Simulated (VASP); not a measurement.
# Al in VASP: further runs

The runs below take Al through single point, with PBE.

Everything below comes from runs of VASP 6.6.1. Logs are shortened: lines on timing, memory, paths and dates and some standing lists are left out, and cuts for length are marked.

### 1 The cell of the first run

The cell holds a slab with vacuum, 17 atoms: a = 5.728 Å, b = 5.728 Å, c = 19.075 Å, α = 90.00°, β = 90.00°, γ = 90.00°.

### 2 Single point, PBE

INCAR

```
PREC     = Accurate       # precision mode
ENCUT    = 520            # plane-wave cutoff, eV
EDIFF    = 1E-6           # SCF threshold, eV
ISMEAR   = 0              # smearing method
SIGMA    = 0.15           # smearing width, eV
LREAL    = Auto         
LASPH    = True           # aspherical terms in the spheres
NELM     = 100            # most SCF steps
ALGO     = Normal         # electronic algorithm
ISIF     = 2              # what is computed and relaxed
LWAVE    = False          # write WAVECAR
LCHARG   = False          # write CHGCAR
GGA      = PE             # functional
NBANDS   = 40             # bands
```

KPOINTS

```
Automatic mesh
0
Gamma
  3 3 1
```

POSCAR

```
Al
1.0
    5.7275650000      0.0000000000      0.0000000000
    0.0000000000      5.7275650000      0.0000000000
    0.0000000000      0.0000000000     19.0750000000
Al
17
Direct
    0.2499999564      0.2499999564      0.0524245872
    0.7500000436      0.2499999564      0.0524245872
    0.2499999564      0.7500000436      0.0524245872
    0.7500000436      0.7500000436      0.0524245872
   -0.0016266948      0.0009831403      0.1595687025
    0.4987775783      0.0010264397      0.1597088336
   -0.0018213674      0.5016424955      0.1595322674
    0.4988018469      0.5012079304      0.1596037746
    0.2359191035      0.2565397337      0.2697219397
    0.7353866783      0.2578977279      0.2735378768
    0.2328616087      0.7567467152      0.2737009699
    0.7328611722      0.7577443469      0.2792330275
   -0.0104332295      0.0168015553      0.3800876016
    0.4731316013      0.0167121630      0.3801690695
   -0.0105964751      0.5003112143      0.3801414417
    0.4730603668      0.5007623659      0.3802368545
    0.7319510123      0.7590536292      0.4700676802
```

Potentials or basis: VASP PAW PBE potentials, release 64 (Al).

Run with:

```
> cat potpaw_PBE.64/Al/POTCAR > POTCAR
> mpirun -np 1 vasp_std > vasp.out
```

OUTCAR:

```text
PREC = Accurate
   ENCUT = 520
   EDIFF = 1E-6
   ISMEAR = 0
   LREAL = Auto
   LASPH = True
   NELM = 100
   ISIF = 2
   GGA = PE

 ion  position               nearest neighbor table
   1  0.250  0.250  0.052-   2 2.86   3 2.86   2 2.86   3 2.86   6 2.87   8 2.88   5 2.88   7 2.89

   2  0.750  0.250  0.052-   1 2.86   4 2.86   4 2.86   1 2.86   5 2.87   7 2.88   6 2.88   8 2.88

   3  0.250  0.750  0.052-   1 2.86   4 2.86   4 2.86   1 2.86   8 2.87   7 2.88   6 2.88   5 2.88
[... 12 lines left out ...]
                            15 2.89   5 2.90   8 2.94   6 2.97
  10  0.735  0.258  0.274-  13 2.86  15 2.86   9 2.86  12 2.87  12 2.87   9 2.87  14 2.88  16 2.89
                             8 2.92   6 2.95   7 2.99   5 3.03
  11  0.233  0.757  0.274-  16 2.86   9 2.86  12 2.87  12 2.87   9 2.87  15 2.87  14 2.87  13 2.88
                             5 2.92   7 2.95   6 3.00   8 3.03
  12  0.733  0.758  0.279-  15 2.84  13 2.84  16 2.84  14 2.85  10 2.87  11 2.87  11 2.87  10 2.87
                             6 2.99   8 3.03   5 3.08   7 3.11
  13  0.990  0.017  0.380-  17 2.70  15 2.77  14 2.77  12 2.84  10 2.86  11 2.88   9 2.88  14 2.96
                            15 2.96
  14  0.473  0.017  0.380-  17 2.70  13 2.77  16 2.77  12 2.85   9 2.86  11 2.87  10 2.88  16 2.96
                            13 2.96
  15  0.989  0.500  0.380-  17 2.70  13 2.77  16 2.77  12 2.84  10 2.86  11 2.87   9 2.89  16 2.96
                            13 2.96
  16  0.473  0.501  0.380-  17 2.71  15 2.77  14 2.77  12 2.84  11 2.86   9 2.87  10 2.89  14 2.96
                            15 2.96
  17  0.732  0.759  0.470-  13 2.70  15 2.70  14 2.70  16 2.71

  LATTYP: Found a simple tetragonal cell.
 ALAT       =     5.7275650000
 C/A-ratio  =     3.3303856002

  Lattice vectors:

 A1 = (   5.7275650000,   0.0000000000,   0.0000000000)
 A2 = (   0.0000000000,   5.7275650000,   0.0000000000)
 A3 = (   0.0000000000,   0.0000000000,  19.0750000000)

Analysis of symmetry for initial positions (statically):
=====================================================================
 Subroutine PRICEL returns:
 Original cell was already a primitive cell.

 Routine SETGRP: Setting up the symmetry group for a
 simple tetragonal supercell.

 Subroutine GETGRP returns: Found  1 space group operations
 (whereof  1 operations were pure point group operations)
 out of a pool of 16 trial point group operations.

The static configuration has the point symmetry C_1 .

Analysis of symmetry for dynamics (positions and initial velocities):
=====================================================================
 Subroutine PRICEL returns:
 Original cell was already a primitive cell.

 Routine SETGRP: Setting up the symmetry group for a
 simple tetragonal supercell.

 Subroutine GETGRP returns: Found  1 space group operations
 (whereof  1 operations were pure point group operations)
 out of a pool of 16 trial point group operations.

The dynamic configuration has the point symmetry C_1 .

 Subroutine INISYM returns: Found  1 space group operations
 (whereof  1 operations are pure point group operations),
 and found     1 'primitive' translations

----------------------------------------------------------------------------------------

                                     Primitive cell

  volume of cell :     625.7554

  direct lattice vectors                    reciprocal lattice vectors
     5.727565000  0.000000000  0.000000000     0.174594265  0.000000000  0.000000000
     0.000000000  5.727565000  0.000000000     0.000000000  0.174594265  0.000000000
     0.000000000  0.000000000 19.075000000     0.000000000  0.000000000  0.052424640

  length of vectors
     5.727565000  5.727565000 19.075000000     0.174594265  0.174594265  0.052424640

  position of ions in fractional coordinates (direct lattice)
     0.249999956  0.249999956  0.052424587
     0.750000044  0.249999956  0.052424587
     0.249999956  0.750000044  0.052424587
     0.750000044  0.750000044  0.052424587
     0.998373305  0.000983140  0.159568703
     0.498777578  0.001026440  0.159708834
[... 9 lines left out ...]
     0.473060367  0.500762366  0.380236854
     0.731951012  0.759053629  0.470067680

  ion indices of the primitive-cell ions
   primitive index   ion index
                 1           1
                 2           2
                 3           3
                 4           4
                 5           5
                 6           6
[... 9 lines left out ...]
                16          16
                17          17

----------------------------------------------------------------------------------------

 KPOINTS: Automatic mesh

Automatic generation of k-mesh.
 Grid dimensions read from file:
 generate k-points for:    3    3    1

 Generating k-lattice:

  Cartesian coordinates                     Fractional coordinates (reciprocal lattice)
     0.058198088  0.000000000  0.000000000     0.333333333  0.000000000  0.000000000
     0.000000000  0.058198088  0.000000000     0.000000000  0.333333333  0.000000000
     0.000000000  0.000000000  0.052424640     0.000000000  0.000000000  1.000000000

  Length of vectors
     0.058198088  0.058198088  0.052424640

  Shift w.r.t. Gamma in fractional coordinates (k-lattice)
     0.000000000  0.000000000  0.000000000

 Subroutine IBZKPT returns following result:
 ===========================================

 Found      5 irreducible k-points:

 Following reciprocal coordinates:
            Coordinates               Weight
  0.000000  0.000000  0.000000      1.000000
  0.333333  0.000000  0.000000      2.000000
  0.000000  0.333333  0.000000      2.000000
  0.333333  0.333333  0.000000      2.000000
 -0.333333  0.333333  0.000000      2.000000
   k-points           NKPTS =      5   k-points in BZ     NKDIM =      5   number of bands    NBANDS=     40
   number of dos      NEDOS =    301   number of ions     NIONS =     17
   total plane-waves  NPLWV = 331776
   dimension x,y,z NGX =    48 NGY =   48 NGZ =  144
   dimension x,y,z NGXF=    96 NGYF=   96 NGZF=  288
   ions per type =              17
   NGX,Y,Z   is equivalent  to a cutoff of  13.93, 13.93, 12.55 a.u.
   NGXF,Y,Z  is equivalent  to a cutoff of  27.86, 27.86, 25.10 a.u.
 SYSTEM =  unknown system
   PREC   = accura    normal or accurate (medium, high low for compatibility)
   ISTART =      0    job   : 0-new  1-cont  2-samecut
   ICHARG =      2    charge: 1-file 2-atom 10-const
   ISPIN  =      1    spin polarized calculation?
   LNONCOLLINEAR =      F non collinear calculations
   LSORBIT =      F    spin-orbit coupling
   LASPH  =      T    aspherical Exc in radial PAW
   ENCUT  =  520.0 eV  38.22 Ry    6.18 a.u.  10.65 10.65 35.47*2*pi/ulx,y,z
   NELM   =    100;   NELMIN=  2; NELMDL= -5     # of ELM steps
   EDIFF  = 0.1E-05   stopping-criterion for ELM
   LREAL  =      T    real-space projection
   EDIFFG = 0.1E-04   stopping-criterion for IOM
   NSW    =      0    number of steps for IOM
   IBRION =     -1    ionic relax: 0-MD 1-quasi-New 2-CG
   NFREE  =      0    steps in history (QN), initial steepest desc. (CG)
   ISIF   =      2    stress and relaxation
   ISYM   =      2    0-nonsym 1-usesym 2-fastsym
   POTIM  = 0.5000    time-step for ionic-motion
   TEBEG  =    0.0;   TEEND  =   0.0 temperature during run
   PSTRESS=    0.0 pullay stress
   NELECT =      51.0000    total number of electrons
   NUPDOWN=      -1.0000    fix difference up-down
   EMIN   =  10.00;   EMAX   =-10.00  energy-range for DOS
   EFERMI =   0.00;   METHOD = LEGACY
   ISMEAR =     0;   SIGMA  =   0.15  broadening in eV -4-tet -1-fermi 0-gaus
   EFERMI_NEDOS =   21; number of points for ismear=-14 and -15
   IALGO  =     38    algorithm
   IMIX   =      4    mixing-type and parameters
     AMIX     =   0.40;   BMIX     =  1.00
     AMIX_MAG =   1.60;   BMIX_MAG =  1.00
  volume/ion in A,a.u.               =      36.81       248.40
  Fermi-wavevector in a.u.,A,eV,Ry     =   0.709790  1.341309  6.854645  0.503802
  Thomas-Fermi vector in A             =   1.796466
   LORBIT       =      0    0 simple, 1 ext, 2 COOP (PROOUT), +10 PAW based schemes
   GGA     = PE    functional components
   LHFCALC =     F    Hartree Fock is set to
   AEXX    =    0.0000 exact exchange contribution
   IVDW    =     0    specifies the selected vdW correction
   LEPSILON=     F    determine dielectric tensor
   LRPA    =     F    only Hartree local field effects (RPA)
 non-spin polarized calculation
 Gauss-broadening in eV      SIGMA  =   0.15
  energy-cutoff  :      520.00
  volume of cell :      625.76
 maximum number of plane-waves:     16899
 NGX is ok and might be reduce to    42
   NGX = 21   NGY = 21   NGZ = 71

 number of electron      51.0000000 magnetization

 Free energy of the ion-electron system (eV)
  ---------------------------------------------------
  ext. energy  EPLUGINS =         0.00000000
  ---------------------------------------------------
  free energy    TOTEN  =       -59.63534717 eV

  energy without entropy =      -59.52359939  energy(sigma->0) =      -59.57947328

 E-fermi :   1.2058     XC(G=0):  -5.7306

 val. band max:        1.1612609767   @ k =  -0.3333   0.3333   0.0000
 cond. band min:       1.3226342901   @ k =  -0.3333   0.3333   0.0000
 fundamental gap:      0.1613733134
 Fermi energy:         1.2057506394

 k-point     1 :       0.0000    0.0000    0.0000
  band No.  band energies     occupation
      1      -9.1417      2.00000
      2      -8.0516      2.00000
      3      -6.0804      2.00000
      4      -4.7701      2.00000
      5      -4.7106      2.00000
      6      -4.7013      2.00000
[... 189 lines left out ...]
     36       4.0044      0.00000
     37       4.1249      0.00000
 [bands above 37 left out]

------------------------ aborting loop because EDIFF is reached ----------------------------------------

  FORCE on cell =-STRESS in cart. coord.  units (eV):
  Direction    XX          YY          ZZ          XY          YZ          ZX
  --------------------------------------------------------------------------------------
  -------------------------------------------------------------------------------------
  Total       -9.4831521     -9.5142120      0.0446756      0.0063935      0.0444390     -0.2125856
  in kB      -24.2805600    -24.3600853      0.1143869      0.0163699      0.1137811     -0.5443018
  external PRESSURE =     -16.1754195 kB  Pullay stress =       0.0000000 kB

 VOLUME and BASIS-vectors are now :
 -----------------------------------------------------------------------------
  energy-cutoff  :      520.00
  volume of cell :      625.76
      direct lattice vectors                 reciprocal lattice vectors
     5.727565000  0.000000000  0.000000000     0.174594265  0.000000000  0.000000000
     0.000000000  5.727565000  0.000000000     0.000000000  0.174594265  0.000000000
     0.000000000  0.000000000 19.075000000     0.000000000  0.000000000  0.052424640

 POSITION                                       TOTAL-FORCE (eV/Angst)
 -----------------------------------------------------------------------------------
      1.43189      1.43189      1.00000         0.008897     -0.001444      0.045841
      4.29567      1.43189      1.00000        -0.005255     -0.003140     -0.022082
      1.43189      4.29567      1.00000         0.013859      0.006656     -0.019180
      4.29567      4.29567      1.00000         0.009240     -0.000450     -0.011186
      5.71825      0.00563      3.04377         0.001261     -0.006414     -0.004016
      2.85678      0.00588      3.04645        -0.002382     -0.003427      0.003671
[... 9 lines left out ...]
      2.70948      2.86815      7.25302         0.002393     -0.003405     -0.005516
      4.19230      4.34753      8.96654        -0.023233      0.002912      0.011151
 -----------------------------------------------------------------------------------
    total drift:                               -0.003282      0.003709      0.011485

  FREE ENERGIE OF THE ION-ELECTRON SYSTEM (eV)
  ---------------------------------------------------
  free  energy   TOTEN  =       -59.6353471715 eV

  energy  without entropy=      -59.5235993916  energy(sigma->0) =      -59.57947328
```

It took 6.7 min on 1 thread of AMD EPYC 7R43 (Zen 3), shared host; peak memory 0.58 GiB.

Results:

```yaml
Free_energy: -59.6353 eV
Largest_force: 0.047 eV/Å
Band_gap_on_the_k_mesh: zero (an odd number of electrons rules out a gap without spin polarisation)
```

Forces on the atoms (eV/Å):
```
Al   0.009 -0.001  0.046
Al  -0.005 -0.003 -0.022
Al   0.014  0.007 -0.019
Al   0.009  0.000 -0.011
Al   0.001 -0.006 -0.004
Al  -0.002 -0.003  0.004
Al   0.000  0.001 -0.004
Al  -0.002 -0.001  0.000
Al   0.008 -0.002  0.009
Al  -0.008 -0.002  0.009
Al   0.001 -0.001 -0.001
Al  -0.002  0.003 -0.005
Al  -0.003  0.005 -0.004
Al   0.002  0.008 -0.003
Al  -0.002 -0.001  0.002
Al   0.002 -0.003 -0.006
Al  -0.023  0.003  0.011
```

Caveat: the k points lie up to 0.37 Å⁻¹ apart, too coarse for converged energies and pressures of a metal; there is no dipole correction, which matters where the two faces differ.

(Part 1 of 2 ends here.)

The gap in the log of VASP goes by the Fermi energy; the results here count the filled bands.